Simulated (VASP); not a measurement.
# Ga2O (Ibam) in VASP: relaxation of shape and atoms at fixed volume with PBE

Aim: the relaxation of shape and atoms at fixed volume of Ga2O with PBE.

All numbers are computed with VASP 6.6.1; they aren't measurements. Logs are shortened: lines on timing, memory, paths and dates and some standing lists are left out, and cuts for length are marked.

## Step 1: The cell of the first run

It takes space group Ibam (No. 72, orthorhombic). The conventional cell has a = 4.508 Å, b = 7.933 Å, c = 5.426 Å, α = 90.00°, β = 90.00°, γ = 90.00°. Ga (site symmetry m) has 2 O at 2.03 Å and 2 Ga at 2.61 Å within 2.7 Å. Within 2.8 Å of O (site symmetry 222) lie 4 Ga at 2.03 Å and 2 O at 2.71 Å.

## Step 2: Relaxation of shape and atoms at fixed volume, PBE (16.17 Å³/atom)

The input, INCAR:

```
ALGO = Fast
EDIFF = 1E-6
EDIFFG = -0.01
ENCUT = 600
GGA = PE
IBRION = 2
ISIF = 4
ISMEAR = 0
KPAR = 4
LASPH = True
LCHARG = False
LREAL = False
LWAVE = False
NELM = 100
NSW = 50
PREC = Accurate
SIGMA = 0.1
```

The input, KPOINTS:

```
k-points
0
Gamma
  10 10 10
```

The input, POSCAR:

```
Ga2O
1.0
   -2.2537771899      3.9662535740      2.7130204287
    2.2537771899     -3.9662535740      2.7130204287
    2.2537771899      3.9662535740     -2.7130204287
Ga O
4 2
Direct
    0.1668357404      0.3376592390      0.5044949794
    0.6668357404      0.1623407610      0.8291765015
    0.8331642596      0.6623407610      0.4955050206
    0.3331642596      0.8376592390      0.1708234985
    0.7500000000      0.2500000000      0.5000000000
    0.2500000000      0.7500000000      0.5000000000
```

Potentials or basis: VASP PAW PBE potentials, release 64 (Ga_d, O).

Run with:

```bash
> cat potpaw_PBE.64/Ga_d/POTCAR potpaw_PBE.64/O/POTCAR > POTCAR
> mpirun -np 4 vasp_std > vasp.out
```

OUTCAR:

```text
EDIFF = 1E-6
   EDIFFG = -0.01
   ENCUT = 600
   GGA = PE
   IBRION = 2
   ISIF = 4
   ISMEAR = 0
   LASPH = True
   LREAL = False
   NELM = 100
   NSW = 50
   PREC = Accurate

 ion  position               nearest neighbor table
   1  0.167  0.338  0.504-   5 2.03   6 2.03   4 2.61   4 2.61
   2  0.667  0.162  0.829-   6 2.03   5 2.03   3 2.61   3 2.61
   3  0.833  0.662  0.496-   5 2.03   6 2.03   2 2.61   2 2.61
   4  0.333  0.838  0.171-   5 2.03   6 2.03   1 2.61   1 2.61
   5  0.750  0.250  0.500-   1 2.03   3 2.03   4 2.03   2 2.03
   6  0.250  0.750  0.500-   1 2.03   3 2.03   2 2.03   4 2.03

  LATTYP: Found a body centered orthorhombic cell.
 ALAT       =     4.5075543798
 B/A-ratio  =     1.2037660337
 C/A-ratio  =     1.7598250580

  Lattice vectors:

 A1 = (   2.2537771899,  -3.9662535740,  -2.7130204287)
 A2 = (  -2.2537771899,  -3.9662535740,   2.7130204287)
 A3 = (  -2.2537771899,   3.9662535740,  -2.7130204287)

Analysis of symmetry for initial positions (statically):
=====================================================================
 Subroutine PRICEL returns:
 Original cell was already a primitive cell.

 Routine SETGRP: Setting up the symmetry group for a
 body centered orthorhombic supercell.

 Subroutine GETGRP returns: Found  8 space group operations
 (whereof  4 operations were pure point group operations)
 out of a pool of  8 trial point group operations.

The static configuration has the point symmetry C_2h.
 The point group associated with its full space group is D_2h.

Analysis of symmetry for dynamics (positions and initial velocities):
=====================================================================
 Subroutine PRICEL returns:
 Original cell was already a primitive cell.

 Routine SETGRP: Setting up the symmetry group for a
 body centered orthorhombic supercell.

 Subroutine GETGRP returns: Found  8 space group operations
 (whereof  4 operations were pure point group operations)
 out of a pool of  8 trial point group operations.

The dynamic configuration has the point symmetry C_2h.
 The point group associated with its full space group is D_2h.

 Subroutine INISYM returns: Found  8 space group operations
 (whereof  4 operations are pure point group operations),
 and found     1 'primitive' translations

----------------------------------------------------------------------------------------
[... 123 lines left out ...]
  Fermi-wavevector in a.u.,A,eV,Ry     =   1.425170  2.693181 27.634920  2.031109
  Thomas-Fermi vector in A             =   2.545583
   LORBIT       =      0    0 simple, 1 ext, 2 COOP (PROOUT), +10 PAW based schemes
   GGA     = PE    functional components
   LHFCALC =     F    Hartree Fock is set to
   AEXX    =    0.0000 exact exchange contribution
   IVDW    =     0    specifies the selected vdW correction
   LEPSILON=     F    determine dielectric tensor
   LRPA    =     F    only Hartree local field effects (RPA)
 conjugate gradient relaxation of ions
 non-spin polarized calculation
 RMM-DIIS sequential band-by-band and
 Gauss-broadening in eV      SIGMA  =   0.10
  energy-cutoff  :      600.00
  volume of cell :       97.01
 maximum number of plane-waves:      3255
   NGX = 21   NGY = 21   NGZ = 21

--------------------------------------- Ionic step        1  -------------------------------------------

 number of electron      64.0000010 magnetization

 Free energy of the ion-electron system (eV)
  ---------------------------------------------------
  ext. energy  EPLUGINS =         0.00000000
  ---------------------------------------------------
  free energy    TOTEN  =       -26.58087268 eV

  energy without entropy =      -26.57587943  energy(sigma->0) =      -26.57837606

------------------------ aborting loop because EDIFF is reached ----------------------------------------

  FORCE on cell =-STRESS in cart. coord.  units (eV):
  Direction    XX          YY          ZZ          XY          YZ          ZX
  --------------------------------------------------------------------------------------
  -------------------------------------------------------------------------------------
  Total        1.0632485      1.8463030      1.8100051     -0.0000000      0.0000000      0.0000000
  in kB       17.5606603     30.4936238     29.8941260     -0.0000000      0.0000000      0.0000000
  external PRESSURE =      25.9828034 kB  Pullay stress =       0.0000000 kB
[... 101 lines left out ...]
  FREE ENERGIE OF THE ION-ELECTRON SYSTEM (eV)
  ---------------------------------------------------
  free  energy   TOTEN  =       -26.5894948639 eV

  energy  without entropy=      -26.5841854662  energy(sigma->0) =      -26.58684017

[... ionic steps 4 to 11 ...]

--------------------------------------- Ionic step       12  -------------------------------------------

 number of electron      64.0000010 magnetization

------------------------ aborting loop because EDIFF is reached ----------------------------------------
[... 75 lines left out ...]
--------------------------------------- Ionic step       14  -------------------------------------------

 number of electron      64.0000011 magnetization

 Free energy of the ion-electron system (eV)
  ---------------------------------------------------
  ext. energy  EPLUGINS =         0.00000000
  ---------------------------------------------------
  free energy    TOTEN  =       -26.59342490 eV

  energy without entropy =      -26.58854329  energy(sigma->0) =      -26.59098410

 E-fermi :   4.7467     XC(G=0): -10.4544

 val. band max:        4.7462703671   @ k =   0.4000  -0.3000   0.2000
 cond. band min:       4.7531850424   @ k =  -0.3000   0.4000   0.3000
 fundamental gap:      0.0069146753
 Fermi energy:         4.7466757863

 k-point     1 :       0.0000    0.0000    0.0000
  band No.  band energies     occupation
      1     -15.4638      2.00000
      2     -14.6995      2.00000
      3     -10.3189      2.00000
      4     -10.2488      2.00000
      5     -10.2287      2.00000
      6     -10.2287      2.00000
[... 973 lines left out ...]
     37       9.1369      0.00000
     38       9.4414      0.00000

 [... further k-points ...]

------------------------ aborting loop because EDIFF is reached ----------------------------------------

  FORCE on cell =-STRESS in cart. coord.  units (eV):
  Direction    XX          YY          ZZ          XY          YZ          ZX
  --------------------------------------------------------------------------------------
  -------------------------------------------------------------------------------------
  Total        0.9170851      0.9335022      0.9557958      0.0000000      0.0000000      0.0000000
  in kB       15.1466201     15.4177641     15.7859661      0.0000000      0.0000000      0.0000000
  external PRESSURE =      15.4501168 kB  Pullay stress =       0.0000000 kB
[... 21 lines left out ...]
  FREE ENERGIE OF THE ION-ELECTRON SYSTEM (eV)
  ---------------------------------------------------
  free  energy   TOTEN  =       -26.5934249016 eV

  energy  without entropy=      -26.5885432915  energy(sigma->0) =      -26.59098410

 reached required accuracy - stopping structural energy minimisation
```

OSZICAR:

```text
N       E                     dE             d eps       ncg     rms          rms(c)
DAV:   1     0.680457515322E+03    0.68046E+03   -0.33541E+04 13678   0.333E+03
DAV:   2     0.956742347736E+02   -0.58478E+03   -0.56277E+03 13602   0.730E+02
DAV:   3    -0.203766658195E+02   -0.11605E+03   -0.11050E+03 15424   0.217E+02
[... 117 lines left out ...]
RMM:   4    -0.265934004989E+02   -0.13332E-03   -0.20998E-03 18978   0.293E-01    0.183E-02
RMM:   5    -0.265934213452E+02   -0.20846E-04   -0.26624E-04 19512   0.112E-01    0.113E-02
RMM:   6    -0.265934235440E+02   -0.21988E-05   -0.53981E-05 17294   0.555E-02    0.302E-03
RMM:   7    -0.265934247076E+02   -0.11636E-05   -0.16315E-05 16161   0.284E-02    0.196E-03
RMM:   8    -0.265934249016E+02   -0.19403E-06   -0.24392E-06  8475   0.128E-02
  14 F= -.26593425E+02 E0= -.26590984E+02  d E =-.836838E-03
```

Wall time 32 min (4 MPI ranks of Oxide Virtual Turin-like, shared host); peak memory 0.68 GiB.

What came out:

| Property | Result |
| --- | --- |
| Free energy | -26.5934 eV |
| Energy gained by relaxing | 2.1 meV/atom |
| Ionic steps | 14 |
| Pressure after relaxing | 1.5 GPa |
| Largest force after relaxing | 0.008 eV/Å |
| Band gap on the k mesh | zero (bands 32 and 33 overlap by 1.60 eV) |

Forces in eV/Å, atoms in the order of the input:
```
Ga  -0.007  0.004  0.000
Ga   0.007  0.004  0.000
Ga   0.007 -0.004  0.000
Ga  -0.007 -0.004  0.000
O    0.000  0.000  0.000
O    0.000  0.000  0.000
```

Step by step:
```tsv
step	energy change (eV)	largest force (eV/Å)	pressure (GPa)	volume (Å³)
1	0.0000	0.2665	2.60	97.01
2	-0.0086	0.0338	1.92	97.01
3	-0.0086	0.0336	1.92	97.01
4	-0.0090	0.0290	1.88	97.01
5	-0.0092	0.0270	1.86	97.01
6	-0.0095	0.0239	1.83	97.01
7	-0.0098	0.0204	1.77	97.01
8	-0.0105	0.0288	1.73	97.01
9	-0.0106	0.0348	1.66	97.01
10	-0.0109	0.0211	1.70	97.01
11	-0.0116	0.0207	1.71	97.01
12	-0.0117	0.0363	1.74	97.01
13	-0.0120	0.0281	1.66	97.01
14	-0.0126	0.0082	1.55	97.01
```

Final structure:
```
CELL_PARAMETERS angstrom
-2.23741 3.98477 2.72017
2.23741 -3.98477 2.72017
2.23741 3.98477 -2.72017
ATOMIC_POSITIONS crystal
Ga 0.16499 0.32603 0.49102
Ga 0.66499 0.17397 0.83896
Ga 0.83501 0.67397 0.50898
Ga 0.33501 0.82603 0.16104
O 0.75000 0.25000 0.50000
O 0.25000 0.75000 0.50000
```

Levels at points of the mesh, in eV from the Fermi level:
```
           k point  band 30  band 31  band 32  band 33  band 34  band 35
(0.00, 0.00, 0.00)    -3.46    -0.98    -0.13     1.49     2.46     2.59
(0.50, 0.00, 0.00)    -3.62    -0.30    -0.30     1.66     1.66     2.70
(0.00, 0.50, 0.00)    -2.95    -2.59    -2.59     2.43     2.43     4.61
(0.50, 0.50, 0.00)    -2.84    -2.28    -1.36     0.75     2.37     2.46
(0.50, 0.50, 0.50)    -2.52    -2.18    -1.31     0.08     0.57     2.23
```
